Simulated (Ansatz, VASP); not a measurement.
**Two plane-wave programs on In**

The input INCAR:

```
SYSTEM = In
ALGO     = Fast           ! electronic algorithm
EDIFF    = 1E-6           ! SCF threshold, eV
ENCUT    = 520            ! plane-wave cutoff, eV
GGA      = PE             ! functional
ISIF     = 2              ! what is computed and relaxed
ISMEAR   = 0              ! smearing method
LASPH    = .True.         ! aspherical terms in the spheres
LCHARG   = .True.         ! write CHGCAR
LELF     = .True.         ! ELF
LREAL    = .False.        ! projectors in reciprocal space
LVHAR    = .True.       
LWAVE    = .False.        ! write WAVECAR
NBANDS   = 12             ! bands
NELM     = 80             ! most SCF steps
PREC     = Accurate       ! precision mode
SIGMA    = 0.15           ! smearing width, eV
```

File KPOINTS:

```
k-points
0
Gamma
  20 20 20
  0 0 0
```

POSCAR

```
In
1.0
   -1.6261500000      1.6261500000      2.4739500000
    1.6261500000     -1.6261500000      2.4739500000
    1.6261500000      1.6261500000     -2.4739500000
In
1
Direct
    0.0000000000      0.0000000000      0.0000000000
```

Input for Ansatz:

```yaml
crystal:
  lattice:
    - [-1.62615, 1.62615, 2.47395]
    - [1.62615, -1.62615, 2.47395]
    - [1.62615, 1.62615, -2.47395]
  atoms:
    - { symbol: In, position: [0.0, 0.0, 0.0] }
basis:
  ecutwfc: 420
kpoints:
  mp_grid: { grid: [20, 20, 20] }
hamiltonian:
  xc: pbe
scf:
  occupations: { method: gaussian, width: 0.15 }
output:
  forces: true
  stress: true
  eigenvalues: true
  write_density: true
  write_potential: true
  elf: true
  volumetric_format: npy
```

Alike in both runs: task single point; functional PBE; k mesh 20 × 20 × 20; occupations gaussian, width 0.15 eV; no spin polarisation.

```csv
,VASP,Ansatz
version,VASP 6.6.1,Ansatz 0.2.0
potentials or method,"VASP PAW PBE potentials, release 64 (In_d), cutoff 520 eV","scalar-relativistic, plane waves, PAW"
valence electrons in the cell,13,13
```

|  | VASP | Ansatz | Ansatz less VASP |
| --- | --- | --- | --- |
| gap on the k mesh at the Fermi level (eV) | none | none | - |
| pressure (GPa) | 2.0 | 2.0 | +0.08 |
| traceless stress, the component that is largest in VASP (GPa) | -0.22 | -0.22 | +0.004 |

A gap of «none» marks a metal or a gap that the smearing closes.
